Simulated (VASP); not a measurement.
A run of VASP 6.6.1 is set up as follows.

INCAR

```
  ALGO = Normal
  EDIFF = 1E-6
  ENCUT = 520
  GGA = PE
  ISIF = 2
  ISMEAR = 0
  LASPH = T
  LCHARG = F
  LREAL = F
  LWAVE = F
  NBANDS = 24
  NELM = 80
  PREC = Accurate
  SIGMA = 0.05
```

File KPOINTS:

```
k-points
0
Gamma
  6 6 6
```

Contents of POSCAR:

```
KMgF3
1.0
    3.5512119675      0.0000000000      0.0000000000
    0.0000000000      3.5512119675      0.0000000000
    0.0000000000      0.0000000000      5.0214137220
K Mg F
1 1 3
Direct
    0.5000000000      0.5000000000      0.5000000000
    0.0000000000      0.0000000000      0.0000000000
    0.5000000000      0.0000000000      0.0000000000
    0.0000000000      0.5000000000      0.0000000000
    0.0000000000      0.0000000000      0.5000000000
```

Potentials or basis: VASP PAW PBE potentials, release 64 (K_sv, Mg, F).

The run is started by

```sh
$ cat potpaw_PBE.64/K_sv/POTCAR potpaw_PBE.64/Mg/POTCAR potpaw_PBE.64/F/POTCAR > POTCAR
$ mpirun -np 1 vasp_std > vasp.out
```

**Question.** Estimate the pressure.

**Answer.** 17.5 GPa.

**Question.** What does it give for the band gap on the k mesh?

**Answer.** 6.65 eV, indirect (least direct gap 6.99 eV).

Stress tensor (GPa, compression positive):
```
28.75  0.00  0.00
 0.00 28.75  0.00
 0.00  0.00 -4.87
```

 A k mesh can miss the band edges.
